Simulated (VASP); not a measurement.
# BN (Cm) in VASP: single point with r2SCAN

Aim: the single point of BN with r2SCAN.

All numbers are computed with VASP 6.6.1; they aren't measurements. Logs are shortened: lines on timing, memory, paths and dates and some standing lists are left out, and cuts for length are marked.

## (1) The cell of the first run

It takes space group Cm (No. 8, monoclinic). The conventional cell has a = 4.424 Å, b = 2.554 Å, c = 12.872 Å, α = 90.00°, β = 99.89°, γ = 90.00°. B (site symmetry m) has 4 N at 1.57 to 1.58 Å within 2.1 Å. B (site symmetry m) has 4 N at 1.57 to 1.58 Å within 2.1 Å. Within 2.1 Å of B (site symmetry m) lie 4 N at 1.57 to 1.58 Å. B (site symmetry m) has 5 N at 1.57 to 2.03 Å within 2.1 Å. B (site symmetry m) has 4 N at 1.57 to 1.58 Å within 2.1 Å. Within 2.1 Å of B (site symmetry m) lie 4 N at 1.57 to 1.58 Å. Within 2.1 Å of N (site symmetry m) lie 4 B at 1.57 to 1.58 Å. Within 2.1 Å of N (site symmetry m) lie 4 B at 1.57 to 1.58 Å.

## (2) Single point, r2SCAN (the part above a cut slid along it)

POSCAR reads:

```
BN
1.0
   -2.5539396017      0.0000000000      0.0000000000
   -1.2769698008     -2.2117765748      0.0000000000
   -1.2769698008      0.0000000000     12.6805650000
B N
6 6
Direct
    0.5521460000      0.6666666667      0.2290413333
    0.3854793333      0.6666666667      0.5623746667
    0.2188126667      0.6666666667      0.8957080000
    0.3021460000      0.3333333333      0.0623746667
    0.1354793333      0.3333333333      0.3957080000
   -0.0311873333      0.3333333333      0.7290413333
    0.6145540000      0.6666666667      0.1042253333
    0.4478873333      0.6666666667      0.4375586667
    0.2812206667      0.6666666667      0.7708920000
   -0.1354460000      0.3333333333      0.9375586667
    0.1978873333      0.3333333333      0.2708920000
    0.0312206667      0.3333333333      0.6042253333
```

INCAR.step1 reads:

```
SYSTEM = BN
  ALGO = Normal
  EDIFF = 1E-4
  ENCUT = 520
  GGA = PE
  ISMEAR = 0
  ISYM = 0
  LASPH = .TRUE.
  LCHARG = .FALSE.
  LREAL = .FALSE.
  LWAVE = .TRUE.
  NBANDS = 36
  NELM = 60
  PREC = Accurate
  SIGMA = 0.05
```

INCAR.step2 reads:

```
SYSTEM = BN
  ALGO = Normal
  EDIFF = 1E-6
  ENCUT = 520
  ISIF = 2
  ISMEAR = 0
  ISTART = 1
  ISYM = 0
  LASPH = .TRUE.
  LCHARG = .TRUE.
  LELF = .TRUE.
  LMIXTAU = .TRUE.
  LREAL = .FALSE.
  LVHAR = .TRUE.
  LWAVE = .FALSE.
  METAGGA = R2SCAN
  NBANDS = 36
  NELM = 60
  PREC = Accurate
  SIGMA = 0.05
```

KPOINTS reads:

```
k-points
0
G
  10 10 2
  0 0 0
```

Potentials or basis: VASP PAW PBE potentials, release 64 (B, N).

Started as:

```console
$ cat potpaw_PBE.64/B/POTCAR potpaw_PBE.64/N/POTCAR > POTCAR
$ cp INCAR.step1 INCAR
$ mpirun -np 1 vasp_std > vasp.out
$ cp INCAR.step2 INCAR
$ mpirun -np 1 vasp_std > vasp.out
```

OUTCAR:

```text
SYSTEM = BN
   EDIFF = 1E-6
   ENCUT = 520
   ISIF = 2
   ISMEAR = 0
   ISTART = 1
   ISYM = 0
   LASPH = .TRUE.
   LREAL = .FALSE.
   METAGGA = R2SCAN
   NELM = 60
   PREC = Accurate

 ion  position               nearest neighbor table
   1  0.552  0.667  0.229-  11 1.57  11 1.57  11 1.57   7 1.58
   2  0.385  0.667  0.562-  12 1.57  12 1.57  12 1.57   8 1.58
   3  0.219  0.667  0.896-  10 1.57  10 1.57  10 1.57   9 1.58
   4  0.302  0.333  0.062-   7 1.57   7 1.57   7 1.57
   5  0.135  0.333  0.396-   8 1.57   8 1.57   8 1.57  11 1.58
   6  0.969  0.333  0.729-   9 1.57   9 1.57   9 1.57  12 1.58
   7  0.615  0.667  0.104-   4 1.57   4 1.57   4 1.57   1 1.58
   8  0.448  0.667  0.438-   5 1.57   5 1.57   5 1.57   2 1.58
   9  0.281  0.667  0.771-   6 1.57   6 1.57   6 1.57   3 1.58
  10  0.865  0.333  0.938-   3 1.57   3 1.57   3 1.57
  11  0.198  0.333  0.271-   1 1.57   1 1.57   1 1.57   5 1.58
  12  0.031  0.333  0.604-   2 1.57   2 1.57   2 1.57   6 1.58

IMPORTANT INFORMATION: All symmetrisations will be switched off!
NOSYMM: (Re-)initialisation of all symmetry stuff for point group C_1.

----------------------------------------------------------------------------------------

                                     Primitive cell

  volume of cell :      71.6293

  direct lattice vectors                    reciprocal lattice vectors
    -2.553939602  0.000000000  0.000000000    -0.391551938  0.226062617 -0.039430420
    -1.276969801 -2.211776575  0.000000000     0.000000000 -0.452125233  0.000000000
    -1.276969801  0.000000000 12.680565000     0.000000000  0.000000000  0.078860839

  length of vectors
     2.553939602  2.553939602 12.744700098     0.453841365  0.452125233  0.078860839

  position of ions in fractional coordinates (direct lattice)
     0.552146000  0.666666667  0.229041333
     0.385479333  0.666666667  0.562374667
     0.218812667  0.666666667  0.895708000
     0.302146000  0.333333333  0.062374667
     0.135479333  0.333333333  0.395708000
     0.968812667  0.333333333  0.729041333
     0.614554000  0.666666667  0.104225333
     0.447887333  0.666666667  0.437558667
     0.281220667  0.666666667  0.770892000
     0.864554000  0.333333333  0.937558667
     0.197887333  0.333333333  0.270892000
     0.031220667  0.333333333  0.604225333

  ion indices of the primitive-cell ions
   primitive index   ion index
                 1           1
                 2           2
                 3           3
                 4           4
                 5           5
                 6           6
                 7           7
                 8           8
                 9           9
[... 110 lines left out ...]
   EMIN   =  10.00;   EMAX   =-10.00  energy-range for DOS
   EFERMI =   0.00;   METHOD = LEGACY
   ISMEAR =     0;   SIGMA  =   0.05  broadening in eV -4-tet -1-fermi 0-gaus
   EFERMI_NEDOS =   21; number of points for ismear=-14 and -15
   IALGO  =     38    algorithm
   IMIX   =      4    mixing-type and parameters
     AMIX     =   0.40;   BMIX     =  1.00
     AMIX_MAG =   1.60;   BMIX_MAG =  1.00
  volume/ion in A,a.u.               =       5.97        40.28
  Fermi-wavevector in a.u.,A,eV,Ry     =   1.432600  2.707222 27.923836  2.052344
  Thomas-Fermi vector in A             =   2.552210
   LORBIT       =      0    0 simple, 1 ext, 2 COOP (PROOUT), +10 PAW based schemes
   METAGGA = R2SCAN    functional components
   LHFCALC =     F    Hartree Fock is set to
   AEXX    =    0.0000 exact exchange contribution
   IVDW    =     0    specifies the selected vdW correction
   LEPSILON=     F    determine dielectric tensor
   LRPA    =     F    only Hartree local field effects (RPA)
 non-spin polarized calculation
 Gauss-broadening in eV      SIGMA  =   0.05
  energy-cutoff  :      520.00
  volume of cell :       71.63
 maximum number of plane-waves:      1952
   NGX =  9   NGY =  9   NGZ = 47

 number of electron      47.9999995 magnetization

 Free energy of the ion-electron system (eV)
  ---------------------------------------------------
  ext. energy  EPLUGINS =         0.00000000
  ---------------------------------------------------
  free energy    TOTEN  =      -111.90358941 eV

  energy without entropy =     -111.90358941  energy(sigma->0) =     -111.90358941

 E-fermi :   7.9182     XC(G=0): -13.6122

 val. band max:        7.6179271938   @ k =   0.0000   0.0000   0.0000
 cond. band min:      10.7603268793   @ k =   0.5000   0.5000   0.0000
 fundamental gap:      3.1423996855
 Fermi energy:         7.9182189223

 k-point     1 :       0.0000    0.0000    0.0000
  band No.  band energies     occupation
      1     -14.1591      2.00000
      2     -13.4268      2.00000
      3     -13.1950      2.00000
      4     -11.5611      2.00000
      5     -11.3410      2.00000
      6      -9.7420      2.00000
[... 925 lines left out ...]
     35      20.2279      0.00000
     36      20.6450      0.00000

 [... further k-points ...]

------------------------ aborting loop because EDIFF is reached ----------------------------------------

  FORCE on cell =-STRESS in cart. coord.  units (eV):
  Direction    XX          YY          ZZ          XY          YZ          ZX
  --------------------------------------------------------------------------------------
  -------------------------------------------------------------------------------------
  Total       -6.6175099     -0.7240298      4.2306747     -0.0000462     -3.5660941     -0.0000318
  in kB     -148.0180579    -16.1948353     94.6301954     -0.0010335    -79.7650967     -0.0007122
  external PRESSURE =     -23.1942326 kB  Pullay stress =       0.0000000 kB

 VOLUME and BASIS-vectors are now :
 -----------------------------------------------------------------------------
  energy-cutoff  :      520.00
  volume of cell :       71.63
      direct lattice vectors                 reciprocal lattice vectors
    -2.553939602  0.000000000  0.000000000    -0.391551938  0.226062617 -0.039430420
    -1.276969801 -2.211776575  0.000000000     0.000000000 -0.452125233  0.000000000
    -1.276969801  0.000000000 12.680565000     0.000000000  0.000000000  0.078860839

 POSITION                                       TOTAL-FORCE (eV/Angst)
 -----------------------------------------------------------------------------------
     -2.55394     -1.47452      2.90437         0.000057     -0.323041      0.420054
     -2.55394     -1.47452      7.13123         0.000046      0.000450      0.230952
     -2.55394     -1.47452     11.35808        -0.000051     -0.766776     -0.064892
     -1.27697     -0.73726      0.79095        -0.000002      0.236575      1.285320
     -1.27697     -0.73726      5.01780        -0.000039     -0.024090      0.235243
     -3.83091     -0.73726      9.24466         0.000063      0.004419      0.256138
     -2.55394     -1.47452      1.32164        -0.000081     -1.158743      0.905084
     -2.55394     -1.47452      5.54849         0.000054     -0.002377     -0.232639
     -2.55394     -1.47452      9.77535        -0.000034      0.130001     -0.493854
     -3.83091     -0.73726     11.88877         0.000050      1.958228     -2.090935
     -1.27697     -0.73726      3.43506        -0.000022     -0.057482     -0.209788
     -1.27697     -0.73726      7.66192        -0.000043      0.002835     -0.240684
 -----------------------------------------------------------------------------------
    total drift:                               -0.000113      0.000099      0.005618

  FREE ENERGIE OF THE ION-ELECTRON SYSTEM (eV)
  ---------------------------------------------------
  free  energy   TOTEN  =      -111.9035894068 eV

  energy  without entropy=     -111.9035894068  energy(sigma->0) =     -111.90358941
```

OUTCAR.step1:

```text
SYSTEM = BN
   EDIFF = 1E-4
   ENCUT = 520
   GGA = PE
   ISMEAR = 0
   ISYM = 0
[... 1180 lines left out ...]
     -2.55394     -1.47452      9.77535        -0.000041      0.115956     -0.460279
     -3.83091     -0.73726     11.88877         0.000074      1.867340     -1.974589
     -1.27697     -0.73726      3.43506        -0.000033     -0.052907     -0.172419
     -1.27697     -0.73726      7.66192        -0.000052      0.002286     -0.202691
 -----------------------------------------------------------------------------------
    total drift:                                0.000003      0.000658      0.000762

  FREE ENERGIE OF THE ION-ELECTRON SYSTEM (eV)
  ---------------------------------------------------
  free  energy   TOTEN  =      -101.7493304798 eV

  energy  without entropy=     -101.7493304798  energy(sigma->0) =     -101.74933048
```

Wall time 15 min (1 thread of Oxide Virtual Turin-like, shared host); peak memory 0.28 GiB.

What came out:

```yaml
Free_energy: -111.9036 eV
Pressure: -2.3 GPa
Largest_force: 2.865 eV/Å
Band_gap_on_the_k_mesh: 3.14 eV (least direct gap 4.05 eV)
```

Forces on the atoms (eV/Å):
```
B    0.000 -0.323  0.420
B    0.000  0.000  0.231
B    0.000 -0.767 -0.065
B    0.000  0.237  1.285
B    0.000 -0.024  0.235
B    0.000  0.004  0.256
N    0.000 -1.159  0.905
N    0.000 -0.002 -0.233
N    0.000  0.130 -0.494
N    0.000  1.958 -2.091
N    0.000 -0.057 -0.210
N    0.000  0.003 -0.241
```

Stress tensor (GPa, compression positive):
```
-14.80   0.00   0.00
  0.00  -1.62  -7.98
  0.00  -7.98   9.46
```

Caveat: the cell differs from its parent crystal (the part above a cut slid along it); the stress differs along the axes, from -15 to 9 GPa; the PAW data sets were made with another functional, which shifts forces and pressure a little. A k mesh can miss the band edges.
